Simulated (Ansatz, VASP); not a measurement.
**One calculation of CuAu, two programs**

INCAR

```
SYSTEM = CuAu
ALGO     = Normal         ! electronic algorithm
EDIFF    = 1E-6           ! SCF threshold, eV
ENCUT    = 520            ! plane-wave cutoff, eV
GGA      = PS             ! functional
ISIF     = 2              ! what is computed and relaxed
ISMEAR   = -1             ! smearing method
LASPH    = .True.         ! aspherical terms in the spheres
LCHARG   = .False.        ! write CHGCAR
LREAL    = .False.        ! projectors in reciprocal space
LWAVE    = .False.        ! write WAVECAR
NBANDS   = 18             ! bands
NELM     = 80             ! most SCF steps
PREC     = Accurate       ! precision mode
SIGMA    = 0.05           ! smearing width, eV
```

KPOINTS

```
k-points
0
Gamma
  11 11 8
  0 0 0
```

The input POSCAR:

```
CuAu
1.0
    2.8507024026      0.0000000000      0.0000000000
    0.0000000000      2.8507024026      0.0000000000
    0.0000000000      0.0000000000      3.5816088600
Cu Au
1 1
Direct
    0.4850000000      0.4850000000      0.4850000000
    0.0150000000      0.0150000000      0.0150000000
```

Input for Ansatz:

```yaml
crystal:
  lattice:
    - [2.8507024026, 0.0, 0.0]
    - [0.0, 2.8507024026, 0.0]
    - [0.0, 0.0, 3.58160886]
  atoms:
    - { symbol: Cu, position: [0.485, 0.485, 0.485] }
    - { symbol: Au, position: [0.015, 0.015, 0.015] }
kpoints:
  mp_grid: { grid: [11, 11, 8] }
scf:
  occupations: { method: fermi_dirac, width: 0.05 }
hamiltonian:
  xc: pbesol
  pseudopotentials: { kind: all_electron, lapw: { basis_error: 0.001 } }
output:
  forces: true
  stress: true
  eigenvalues: true
  populations: true
```

Change from the starting cell: shortest bond scaled by 0.94, LAPW.

Alike in both runs: task single point; functional PBEsol; k mesh 11 × 11 × 8; occupations fermi-dirac, width 0.05 eV; no spin polarisation.

|  | VASP | Ansatz |
| --- | --- | --- |
| version | VASP 6.6.1 | Ansatz 0.2.0 |
| potentials or method | VASP PAW PBE potentials, release 64 (Cu, Au), cutoff 520 eV | all-electron LAPW, scalar-relativistic |

Ansatz gave:

| Item | Value |
| --- | --- |
| pressure (GPa) | -2.3 |
| traceless stress, the component that is largest in VASP (GPa) | 1.16 |
| rms of the force components (eV/Å) | 0.512 |

Problem. Estimate VASP's values.

Solution. Pressure (GPa): -2.2; traceless stress, the component that is largest in VASP (GPa): 1.16; rms of the force components (eV/Å): 0.513.

VASP's potentials were made for PBE, not for PBEsol. Atom by atom the forces differ by 0.001 eV/Å (rms over components). Ansatz ran all-electron here, and VASP with PAW potentials.

Spin-orbit coupling is off throughout.
